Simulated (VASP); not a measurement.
Runs of VASP 6.6.1 on CdSe. The structure is that of space group Fm-3m (No. 225), or close to it. The cells are those of the table. 

| task | level | potentials or basis | spin | cell | k mesh | cutoff (eV) | smearing | grid for exact exchange (PRECFOCK) | share of exact exchange | screening parameter | gap on the mesh (eV) | pressure (GPa) | moment (μB) | relaxed volume (Å³/atom) |
| --- | --- | --- | --- | --- | --- | --- | --- | --- | --- | --- | --- | --- | --- | --- |
| single point | PBEsol | VASP PAW PBE potentials, release 64 (Cd, Se) | non-collinear, zero start, SOC | a = 4.144 Å, angles 60.0°, 2 atoms | 8 × 8 × 8 | 520 | fermi-dirac 0.05 eV | - | - | - | - | -6.2 | 0.00 | - |
| relaxation of cell and atoms | PBEsol-based screened hybrid with 25 % exact exchange | VASP PAW PBE potentials, release 64 (Cd, Se) | off | relaxed from a = 4.064 Å, angles 60.0°, 2 atoms | 4 × 4 × 4 | 600 | fermi-dirac 0.05 eV | Normal | 0.25 | 0.207 1/Å | (a) | 0.0 | - | 22.38 |
| electric field gradients | LDA | VASP PAW LDA potentials, release 64 (Cd, Se) | non-collinear, typed start, SOC | a = 4.064 Å, angles 60.0°, 2 atoms | 8 × 8 × 8 | 520 | fermi-dirac 0.15 eV | - | - | - | - | -5.5 | 0.00 | - |
| single point | HSE06 | VASP PAW PBE potentials, release 64 (Cd, Se) | off | a = 3.981 Å, angles 60.0°, 2 atoms | 6 × 6 × 6 | 520 | fermi-dirac 0.05 eV | Normal | 0.25 | 0.2079 1/Å | 0.39 | 2.5 | - | - |
| relaxation of cell and atoms | PBE-based screened hybrid with 25 % exact exchange | VASP PAW PBE potentials, release 64 (Cd, Se) | off | relaxed from a = 4.064 Å, angles 60.0°, 2 atoms | 4 × 4 × 4 | 600 | fermi-dirac 0.05 eV | Normal | 0.25 | 0.3 1/Å | 0.23 | 0.0 | - | 23.29 |
| single point | PBEsol | VASP PAW PBE potentials, release 64 (Cd, Se) | non-collinear, zero start, SOC | a = 4.118 Å, angles 60.0°, 2 atoms | 8 × 8 × 8 | 520 | fermi-dirac 0.05 eV | - | - | - | - | -5.4 | 0.00 | - |
| single point | HF | VASP PAW PBE potentials, release 64 (Cd, Se) | off | a = 4.145 Å, angles 60.0°, 2 atoms | 4 × 4 × 4 | 520 | fermi-dirac 0.05 eV | Normal | 1 | - | (b) | -0.7 | - | - |
| single point | HSE06 | VASP PAW PBE potentials, release 64 (Cd, Se) | off | a = 4.144 Å, angles 60.0°, 2 atoms | 6 × 6 × 6 | 520 | fermi-dirac 0.05 eV | Normal | 0.25 | 0.2079 1/Å | 0.35 | -4.8 | - | - |

Problem. Estimate the missing entries.

Solution. (a) 0.27; (b) 6.57.

Caveats: some runs use coarse meshes; the PAW data sets were made with another functional, which shifts forces and pressure a little (at least some runs); the cell stands under tension (at least some runs).

A k mesh can miss the band edges, and rows without SOC leave out spin-orbit coupling on Cd, Se.
